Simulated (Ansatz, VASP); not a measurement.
# CaS: VASP beside Ansatz

Contents of INCAR:

```
SYSTEM = CaS
PREC     = Accurate       ! precision mode
ENCUT    = 500            ! plane-wave cutoff, eV
EDIFF    = 1E-6           ! SCF threshold, eV
ISMEAR   = 0              ! smearing method
SIGMA    = 0.05           ! smearing width, eV
LREAL    = .False.        ! projectors in reciprocal space
LASPH    = .True.         ! aspherical terms in the spheres
NELM     = 120            ! most SCF steps
ALGO     = Normal         ! electronic algorithm
ISIF     = 2              ! what is computed and relaxed
LWAVE    = .False.        ! write WAVECAR
LCHARG   = .False.        ! write CHGCAR
GGA      = B5             ! functional
ALDAX    = 1.0          
AGGAX    = 1.0          
AGGAC    = 1.0          
ALDAC    = 0.0          
IVDW     = 12             ! dispersion correction
VDW_S6   = 1.0          
VDW_S8   = 2.6996       
VDW_A1   = 0.4298       
VDW_A2   = 4.2359       
NBANDS   = 15             ! bands
GGA_COMPAT= .False.
```

KPOINTS

```
Automatic mesh
0
Gamma
  8 8 8
  0 0 0
```

The input POSCAR:

```
CaS
1.0
    0.0000000000      2.8046122626      2.8046122626
    2.8046122626      0.0000000000      2.8046122626
    2.8046122626      2.8046122626      0.0000000000
Ca S
1 1
Direct
    0.5000000000      0.5000000000      0.5000000000
    0.0000000000      0.0000000000      0.0000000000
```

Input for Ansatz:

```yaml
crystal:
  lattice:
    - [0.0, 2.8046122626, 2.8046122626]
    - [2.8046122626, 0.0, 2.8046122626]
    - [2.8046122626, 2.8046122626, 0.0]
  atoms:
    - { symbol: Ca, position: [0.5, 0.5, 0.5] }
    - { symbol: S, position: [0.0, 0.0, 0.0] }
basis:
  ecutwfc: 420
  ecutrho_ratio: 4
kpoints:
  mp_grid: { grid: [8, 8, 8] }
hamiltonian:
  xc: blyp
  dispersion: d3bj
scf:
  occupations: { method: gaussian, width: 0.05 }
output:
  forces: true
  stress: true
  eigenvalues: true
```

Alike in both runs: task single point; functional BLYP; dispersion D3(BJ); k mesh 8 × 8 × 8; occupations gaussian, width 0.05 eV; no spin polarisation.

|  | VASP | Ansatz |
| --- | --- | --- |
| version | VASP 6.6.1 | Ansatz 0.2.0 |
| potentials or method | VASP PAW PBE potentials, release 64 (Ca_sv, S), cutoff 500 eV | scalar-relativistic, plane waves, PAW |
| valence electrons in the cell | 16 | 16 |

VASP gave:

| Property | Result |
| --- | --- |
| gap on the k mesh at the Fermi level (eV) | 2.35 |
| least direct gap on the mesh (eV) | 3.16 |
| pressure (GPa) | 0.2 |

Problem. Estimate Ansatz's values.

Solution. gap on the k mesh at the Fermi level (eV): 2.36; least direct gap on the mesh (eV): 3.17; pressure (GPa): 0.0.

VASP's potentials were made for PBE, not for BLYP.
